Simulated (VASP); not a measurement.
# GaP (F-43m) in VASP: further runs, part 2 of 3

VASP 6.6.1. The steps go on from the part before.

### 3 Single point, PBE

INCAR reads:

```
SYSTEM = GaP
PREC = Accurate
ENCUT = 500
EDIFF = 1E-6
ISMEAR = -1
SIGMA = 0.1
LREAL = .False.
LASPH = .True.
NELM = 120
ALGO = Normal
ISIF = 2
LWAVE = .False.
LCHARG = .False.
GGA = PE
NBANDS = 16
GGA_COMPAT = .False.
```

KPOINTS reads:

```
Automatic mesh
0
Gamma
  4 4 4
  0 0 0
```

POSCAR reads:

```
GaP
1.0
    0.0000000000      2.7258124945      2.7258124945
    2.7258124945      0.0000000000      2.7258124945
    2.7258124945      2.7258124945      0.0000000000
Ga P
1 1
Direct
    0.5270000000      0.7330000000      0.8430000000
    0.7770000000      0.9830000000      1.0930000000
```

Potentials or basis: VASP PAW PBE potentials, release 64 (Ga_d, P).

Launch:

```console
$ cat potpaw_PBE.64/Ga_d/POTCAR potpaw_PBE.64/P/POTCAR > POTCAR
$ mpirun -np 1 vasp_std > vasp.out
```

OUTCAR:

```text
SYSTEM = GaP
   PREC = Accurate
   ENCUT = 500
   EDIFF = 1E-6
   ISMEAR = -1
   LREAL = .False.
   LASPH = .True.
   NELM = 120
   ISIF = 2
   GGA = PE

 ion  position               nearest neighbor table
   1  0.527  0.733  0.843-   2 2.36   2 2.36   2 2.36   2 2.36
   2  0.777  0.983  0.093-   1 2.36   1 2.36   1 2.36   1 2.36

  LATTYP: Found a face centered cubic cell.
 ALAT       =     5.4516249890

  Lattice vectors:

 A1 = (   0.0000000000,   2.7258124945,   2.7258124945)
 A2 = (   2.7258124945,   0.0000000000,   2.7258124945)
 A3 = (   2.7258124945,   2.7258124945,   0.0000000000)

Analysis of symmetry for initial positions (statically):
=====================================================================
 Subroutine PRICEL returns:
 Original cell was already a primitive cell.

 Routine SETGRP: Setting up the symmetry group for a
 face centered cubic supercell.

 Subroutine GETGRP returns: Found 24 space group operations
 (whereof  1 operations were pure point group operations)
 out of a pool of 48 trial point group operations.

The static configuration has the point symmetry C_1 .
 The point group associated with its full space group is T_d .

Analysis of symmetry for dynamics (positions and initial velocities):
=====================================================================
 Subroutine PRICEL returns:
 Original cell was already a primitive cell.

 Routine SETGRP: Setting up the symmetry group for a
 face centered cubic supercell.

 Subroutine GETGRP returns: Found 24 space group operations
 (whereof  1 operations were pure point group operations)
 out of a pool of 48 trial point group operations.

The dynamic configuration has the point symmetry C_1 .
[... 94 lines left out ...]
   NELECT =      18.0000    total number of electrons
   NUPDOWN=      -1.0000    fix difference up-down
   EMIN   =  10.00;   EMAX   =-10.00  energy-range for DOS
   EFERMI =   0.00;   METHOD = LEGACY
   ISMEAR =    -1;   SIGMA  =   0.10  broadening in eV -4-tet -1-fermi 0-gaus
   EFERMI_NEDOS =   21; number of points for ismear=-14 and -15
   IALGO  =     38    algorithm
   IMIX   =      4    mixing-type and parameters
     AMIX     =   0.40;   BMIX     =  1.00
     AMIX_MAG =   1.60;   BMIX_MAG =  1.00
  volume/ion in A,a.u.               =      20.25       136.67
  Fermi-wavevector in a.u.,A,eV,Ry     =   1.249280  2.360796 21.234610  1.560700
  Thomas-Fermi vector in A             =   2.383328
   LORBIT       =      0    0 simple, 1 ext, 2 COOP (PROOUT), +10 PAW based schemes
   GGA     = PE    functional components
   LHFCALC =     F    Hartree Fock is set to
   AEXX    =    0.0000 exact exchange contribution
   IVDW    =     0    specifies the selected vdW correction
   LEPSILON=     F    determine dielectric tensor
   LRPA    =     F    only Hartree local field effects (RPA)
 non-spin polarized calculation
  energy-cutoff  :      500.00
  volume of cell :       40.51
 maximum number of plane-waves:      1056
   NGX = 13   NGY = 13   NGZ = 13

 number of electron      17.9999999 magnetization

 Free energy of the ion-electron system (eV)
  ---------------------------------------------------
  ext. energy  EPLUGINS =         0.00000000
  ---------------------------------------------------
  free energy    TOTEN  =        -8.97641639 eV

  energy without entropy =       -8.97633891  energy(sigma->0) =       -8.97637765

 E-fermi :   5.4655     XC(G=0):  -9.8079

 val. band max:        4.6924617730   @ k =   0.0000   0.0000   0.0000
 cond. band min:       6.3223839926   @ k =   0.5000   0.5000   0.0000
 fundamental gap:      1.6299222196
 Fermi energy:         5.4654821761

 k-point     1 :       0.0000    0.0000    0.0000
  band No.  band energies     occupation
      1      -9.9045      2.00000
      2      -9.9045      2.00000
      3      -9.9045      2.00000
      4      -9.8063      2.00000
      5      -9.8063      2.00000
      6      -7.8031      2.00000
[... 129 lines left out ...]
      3      -9.8452      2.00000
      4      -9.8214      2.00000
      5      -9.7976      2.00000
      6      -4.7361      2.00000
[... 8 lines left out ...]
     15      16.5738      0.00000
     16      18.4144      0.00000

------------------------ aborting loop because EDIFF is reached ----------------------------------------

  FORCE on cell =-STRESS in cart. coord.  units (eV):
  Direction    XX          YY          ZZ          XY          YZ          ZX
  --------------------------------------------------------------------------------------
  -------------------------------------------------------------------------------------
  Total        0.7032778      0.7032778      0.7032778      0.0000000      0.0000000      0.0000000
  in kB       27.8175958     27.8175958     27.8175958      0.0000000      0.0000000      0.0000000
  external PRESSURE =      27.8175958 kB  Pullay stress =       0.0000000 kB

 VOLUME and BASIS-vectors are now :
 -----------------------------------------------------------------------------
  energy-cutoff  :      500.00
  volume of cell :       40.51
      direct lattice vectors                 reciprocal lattice vectors
     0.000000000  2.725812494  2.725812494    -0.183431546  0.183431546  0.183431546
     2.725812494  0.000000000  2.725812494     0.183431546 -0.183431546  0.183431546
     2.725812494  2.725812494  0.000000000     0.183431546  0.183431546 -0.183431546

 POSITION                                       TOTAL-FORCE (eV/Angst)
 -----------------------------------------------------------------------------------
      4.29588      3.73436      3.43452        -0.000000     -0.000000     -0.000000
      2.93297      2.37146      4.79743         0.000000      0.000000      0.000000
 -----------------------------------------------------------------------------------
    total drift:                                0.000019     -0.000022      0.000016

  FREE ENERGIE OF THE ION-ELECTRON SYSTEM (eV)
  ---------------------------------------------------
  free  energy   TOTEN  =        -8.9764163942 eV

  energy  without entropy=       -8.9763389120  energy(sigma->0) =       -8.97637765
```

OSZICAR:

```text
N       E                     dE             d eps       ncg     rms          rms(c)
DAV:   1     0.890567282550E+02    0.89057E+02   -0.84879E+03   256   0.165E+03
DAV:   2    -0.221162678900E+01   -0.91268E+02   -0.87106E+02   288   0.339E+02
DAV:   3    -0.916010291868E+01   -0.69485E+01   -0.69239E+01   336   0.681E+01
DAV:   4    -0.927229071931E+01   -0.11219E+00   -0.11217E+00   312   0.927E+00
DAV:   5    -0.927439762098E+01   -0.21069E-02   -0.21068E-02   336   0.117E+00    0.428E+00
DAV:   6    -0.900516587717E+01    0.26923E+00   -0.40195E-01   400   0.108E+01    0.286E+00
DAV:   7    -0.897475219407E+01    0.30414E-01   -0.10576E-01   328   0.217E+00    0.115E+00
DAV:   8    -0.897570082030E+01   -0.94863E-03   -0.15627E-02   296   0.150E+00    0.210E-01
DAV:   9    -0.897623853060E+01   -0.53771E-03   -0.15393E-03   312   0.539E-01    0.814E-02
DAV:  10    -0.897633054579E+01   -0.92015E-04   -0.13150E-04   368   0.124E-01    0.410E-02
DAV:  11    -0.897641672375E+01   -0.86178E-04   -0.11611E-04   288   0.890E-02    0.520E-03
DAV:  12    -0.897641639424E+01    0.32952E-06   -0.31494E-06   320   0.222E-02
   1 F= -.89764164E+01 E0= -.89763777E+01  d E =-.774822E-04
```

It took 9.2 s on 1 thread of Intel Xeon 8259CL, shared host; peak memory 0.15 GiB.

What came out:

```yaml
Free_energy: -8.9764 eV
Pressure: 2.8 GPa
Band_gap_on_the_k_mesh: 1.63 eV, indirect (least direct gap 1.81 eV)
```

Levels at points of the mesh, in eV from the valence-band top:
```
           k point  band 7  band 8  band 9  band 10  band 11  band 12
(0.00, 0.00, 0.00)    0.00    0.00    0.00     1.81     3.86     3.86
(0.50, 0.00, 0.00)   -6.65   -1.12   -1.12     1.65     4.69     4.69
(0.50, 0.50, 0.00)   -6.78   -2.69   -2.69     1.63     1.80    10.57
```

Caveat: the k points lie up to 0.50 Å⁻¹ apart. A k mesh can miss the band edges.

### 4 Single point, PBE

INCAR reads:

```
PREC     = Accurate       # precision mode
ENCUT    = 500            # plane-wave cutoff, eV
EDIFF    = 1E-6           # SCF threshold, eV
ISMEAR   = 0              # smearing method
SIGMA    = 0.1            # smearing width, eV
LREAL    = False          # projectors in reciprocal space
LASPH    = True           # aspherical terms in the spheres
NELM     = 120            # most SCF steps
ALGO     = Normal         # electronic algorithm
ISIF     = 2              # what is computed and relaxed
LWAVE    = False          # write WAVECAR
LCHARG   = False          # write CHGCAR
GGA      = PE             # functional
NELECT   = 18.1         
NBANDS   = 16             # bands
GGA_COMPAT= False
```

KPOINTS reads:

```
regular mesh
0
Gamma
  4 4 4
```

POSCAR reads:

```
GaP
1.0
    0.0000000000      2.7258124945      2.7258124945
    2.7258124945      0.0000000000      2.7258124945
    2.7258124945      2.7258124945      0.0000000000
Ga P
1 1
Direct
    0.0000000000      0.0000000000      0.0000000000
    0.2500000000      0.2500000000      0.2500000000
```

Potentials or basis: VASP PAW PBE potentials, release 64 (Ga_d, P).

Launch:

```console
$ cat potpaw_PBE.64/Ga_d/POTCAR potpaw_PBE.64/P/POTCAR > POTCAR
$ mpirun -np 1 vasp_std > vasp.out
```

OUTCAR:

```text
PREC = Accurate
   ENCUT = 500
   EDIFF = 1E-6
   ISMEAR = 0
   LREAL = False
   LASPH = True
   NELM = 120
   ISIF = 2
   GGA = PE
   NELECT = 18.1

 ion  position               nearest neighbor table
   1  0.000  0.000  0.000-   2 2.36   2 2.36   2 2.36   2 2.36
   2  0.250  0.250  0.250-   1 2.36   1 2.36   1 2.36   1 2.36

  LATTYP: Found a face centered cubic cell.
 ALAT       =     5.4516249890

  Lattice vectors:

 A1 = (   0.0000000000,   2.7258124945,   2.7258124945)
 A2 = (   2.7258124945,   0.0000000000,   2.7258124945)
 A3 = (   2.7258124945,   2.7258124945,   0.0000000000)

Analysis of symmetry for initial positions (statically):
=====================================================================
 Subroutine PRICEL returns:
 Original cell was already a primitive cell.

 Routine SETGRP: Setting up the symmetry group for a
 face centered cubic supercell.

 Subroutine GETGRP returns: Found 24 space group operations
 (whereof 24 operations were pure point group operations)
 out of a pool of 48 trial point group operations.

The static configuration has the point symmetry T_d .
[... 141 lines left out ...]

  energy without entropy =       -8.34706148  energy(sigma->0) =       -8.34990072

 E-fermi :   6.2585     XC(G=0):  -9.8840

 val. band max:        6.2305973963   @ k =   0.5000   0.5000   0.0000
 cond. band min:       6.2946328114   @ k =   0.5000   0.0000   0.0000
 fundamental gap:      0.0640354150
 Fermi energy:         6.2584747885

 k-point     1 :       0.0000    0.0000    0.0000
  band No.  band energies     occupation
      1      -9.9035      2.00000
      2      -9.9035      2.00000
      3      -9.9035      2.00000
      4      -9.8054      2.00000
      5      -9.8054      2.00000
      6      -7.8439      2.00000
[... 129 lines left out ...]
      3      -9.8440      2.00000
      4      -9.8204      2.00000
      5      -9.7966      2.00000
      6      -4.7677      2.00000
[... 8 lines left out ...]
     15      16.5312      0.00000
     16      18.3707      0.00000

------------------------ aborting loop because EDIFF is reached ----------------------------------------

  FORCE on cell =-STRESS in cart. coord.  units (eV):
  Direction    XX          YY          ZZ          XY          YZ          ZX
  --------------------------------------------------------------------------------------
  -------------------------------------------------------------------------------------
  Total        1.7161792      1.7161792      1.7161792     -0.0000000      0.0000000     -0.0000000
  in kB       67.8821018     67.8821018     67.8821018     -0.0000000      0.0000000     -0.0000000
  external PRESSURE =      67.8821018 kB  Pullay stress =       0.0000000 kB

 VOLUME and BASIS-vectors are now :
 -----------------------------------------------------------------------------
  energy-cutoff  :      500.00
  volume of cell :       40.51
      direct lattice vectors                 reciprocal lattice vectors
     0.000000000  2.725812494  2.725812494    -0.183431546  0.183431546  0.183431546
     2.725812494  0.000000000  2.725812494     0.183431546 -0.183431546  0.183431546
     2.725812494  2.725812494  0.000000000     0.183431546  0.183431546 -0.183431546

 POSITION                                       TOTAL-FORCE (eV/Angst)
 -----------------------------------------------------------------------------------
      0.00000      0.00000      0.00000        -0.000000     -0.000000     -0.000000
      1.36291      1.36291      1.36291         0.000000      0.000000      0.000000
 -----------------------------------------------------------------------------------
    total drift:                                0.000001      0.000001      0.000001

  FREE ENERGIE OF THE ION-ELECTRON SYSTEM (eV)
  ---------------------------------------------------
  free  energy   TOTEN  =        -8.3527399726 eV

  energy  without entropy=       -8.3470614762  energy(sigma->0) =       -8.34990072
```

It took 9.8 s on 1 thread of Intel Xeon 8259CL, shared host; peak memory 0.15 GiB.

What came out:

```
Free energy : -8.3527 eV
```

Levels at points of the mesh, in eV from the Fermi level:
```tsv
k point	band 5	band 6	band 7	band 8	band 9	band 10	band 11	band 12	band 13	band 14
(0.00, 0.00, 0.00)	-16.06	-14.10	-1.60	-1.60	-1.60	0.20	2.25	2.25	2.25	7.11
(0.50, 0.00, 0.00)	-16.06	-12.03	-8.26	-2.72	-2.72	0.04	3.08	3.08	6.58	9.25
(0.50, 0.50, 0.00)	-16.04	-11.12	-8.38	-4.30	-4.30	-0.03	0.18	8.97	8.97	9.57
```

Caveat: the k points lie up to 0.50 Å⁻¹ apart; the cell carries a net charge on a neutralising background, which shifts energy and pressure; the cell is charged against a uniform background, so pressure and absolute levels hang on convention.

### 5 Single point, PBE

INCAR reads:

```
SYSTEM = GaP
ALGO = Normal ; EDIFF = 1E-6
ENCUT = 500 ; GGA = PE
GGA_COMPAT = .False. ; ISIF = 2
ISMEAR = -5 ; LASPH = .True.
LCHARG = .True. ; LELF = .True.
LREAL = .False. ; LVHAR = .True.
LWAVE = .False. ; NBANDS = 16
NELM = 120 ; PREC = Accurate
SIGMA = 0.1
```

KPOINTS reads:

```
k-points
0
Gamma
  5 5 5
  0 0 0
```

POSCAR is that of step 4.

Potentials or basis: VASP PAW PBE potentials, release 64 (Ga_d, P).

Launch:

```console
$ cat potpaw_PBE.64/Ga_d/POTCAR potpaw_PBE.64/P/POTCAR > POTCAR
$ mpirun -np 1 vasp_std > vasp.out
```

OUTCAR:

```text
SYSTEM = GaP
   EDIFF = 1E-6
   ENCUT = 500
   GGA = PE
   ISIF = 2
   ISMEAR = -5
   LASPH = .True.
   LREAL = .False.
   NELM = 120
   PREC = Accurate

 ion  position               nearest neighbor table
   1  0.000  0.000  0.000-   2 2.36   2 2.36   2 2.36   2 2.36
   2  0.250  0.250  0.250-   1 2.36   1 2.36   1 2.36   1 2.36

  LATTYP: Found a face centered cubic cell.
 ALAT       =     5.4516249890

  Lattice vectors:

 A1 = (   0.0000000000,   2.7258124945,   2.7258124945)
 A2 = (   2.7258124945,   0.0000000000,   2.7258124945)
 A3 = (   2.7258124945,   2.7258124945,   0.0000000000)

Analysis of symmetry for initial positions (statically):
=====================================================================
 Subroutine PRICEL returns:
 Original cell was already a primitive cell.

 Routine SETGRP: Setting up the symmetry group for a
 face centered cubic supercell.

 Subroutine GETGRP returns: Found 24 space group operations
 (whereof 24 operations were pure point group operations)
 out of a pool of 48 trial point group operations.

The static configuration has the point symmetry T_d .

[... 145 lines left out ...]
  energy without entropy =       -9.07300785  energy(sigma->0) =       -9.07300785

 E-fermi :   4.7253     XC(G=0):  -9.8220

 val. band max:        4.6636038449   @ k =   0.0000   0.0000   0.0000
 cond. band min:       6.2590593198   @ k =   0.4000   0.4000   0.0000
 fundamental gap:      1.5954554748
 Fermi energy:         4.7253319084

 k-point     1 :       0.0000    0.0000    0.0000
  band No.  band energies     occupation
      1      -9.9048      2.00000
      2      -9.9048      2.00000
      3      -9.9048      2.00000
      4      -9.8058      2.00000
      5      -9.8058      2.00000
      6      -7.8267      2.00000
[... 167 lines left out ...]
      3      -9.8503      2.00000
      4      -9.8208      2.00000
      5      -9.7958      2.00000
      6      -5.1483      2.00000
[... 8 lines left out ...]
     15      16.2250      0.00000
     16      18.8566      0.00000

------------------------ aborting loop because EDIFF is reached ----------------------------------------

  FORCE on cell =-STRESS in cart. coord.  units (eV):
  Direction    XX          YY          ZZ          XY          YZ          ZX
  --------------------------------------------------------------------------------------
  -------------------------------------------------------------------------------------
  Total        0.6240339      0.6240339      0.6240339      0.0000000      0.0000000      0.0000000
  in kB       24.6831633     24.6831633     24.6831633      0.0000000      0.0000000      0.0000000
  external PRESSURE =      24.6831633 kB  Pullay stress =       0.0000000 kB

 VOLUME and BASIS-vectors are now :
 -----------------------------------------------------------------------------
  energy-cutoff  :      500.00
  volume of cell :       40.51
      direct lattice vectors                 reciprocal lattice vectors
     0.000000000  2.725812494  2.725812494    -0.183431546  0.183431546  0.183431546
     2.725812494  0.000000000  2.725812494     0.183431546 -0.183431546  0.183431546
     2.725812494  2.725812494  0.000000000     0.183431546  0.183431546 -0.183431546

 POSITION                                       TOTAL-FORCE (eV/Angst)
 -----------------------------------------------------------------------------------
      0.00000      0.00000      0.00000        -0.000000     -0.000000     -0.000000
      1.36291      1.36291      1.36291         0.000000      0.000000      0.000000
 -----------------------------------------------------------------------------------
    total drift:                                0.000001      0.000001      0.000001

  FREE ENERGIE OF THE ION-ELECTRON SYSTEM (eV)
  ---------------------------------------------------
  free  energy   TOTEN  =        -9.0730078543 eV

  energy  without entropy=       -9.0730078543  energy(sigma->0) =       -9.07300785
```

OSZICAR:

```text
N       E                     dE             d eps       ncg     rms          rms(c)
DAV:   1     0.884307059980E+02    0.88431E+02   -0.86343E+03   336   0.157E+03
DAV:   2    -0.220158256023E+01   -0.90632E+02   -0.87003E+02   376   0.346E+02
DAV:   3    -0.923161822540E+01   -0.70300E+01   -0.70130E+01   392   0.694E+01
DAV:   4    -0.935071288831E+01   -0.11909E+00   -0.11905E+00   392   0.980E+00
DAV:   5    -0.935290399290E+01   -0.21911E-02   -0.21911E-02   400   0.116E+00    0.425E+00
DAV:   6    -0.910021539434E+01    0.25269E+00   -0.38697E-01   496   0.106E+01    0.283E+00
DAV:   7    -0.907185941105E+01    0.28356E-01   -0.10072E-01   392   0.212E+00    0.113E+00
DAV:   8    -0.907239037847E+01   -0.53097E-03   -0.14083E-02   376   0.142E+00    0.209E-01
DAV:   9    -0.907285105429E+01   -0.46068E-03   -0.13942E-03   368   0.502E-01    0.810E-02
DAV:  10    -0.907293044558E+01   -0.79391E-04   -0.11982E-04   480   0.122E-01    0.402E-02
DAV:  11    -0.907300820200E+01   -0.77756E-04   -0.10462E-04   352   0.822E-02    0.543E-03
DAV:  12    -0.907300785434E+01    0.34766E-06   -0.27972E-06   408   0.203E-02
   1 F= -.90730079E+01 E0= -.90730079E+01  d E =0.000000E+00
```

Run time: 12 s. Hardware: 1 thread of Intel Xeon 8259CL, shared host; peak memory 0.15 GiB.

Results:

```
Free energy            : -9.0730 eV
Pressure               : 2.5 GPa
Band gap on the k mesh : 1.60 eV, indirect (least direct gap 1.82 eV)
```

A k mesh can miss the band edges. Expect the measured gap to be larger: semilocal functionals such as PBE lack the derivative discontinuity.

(Continued in part 3 of 3.)
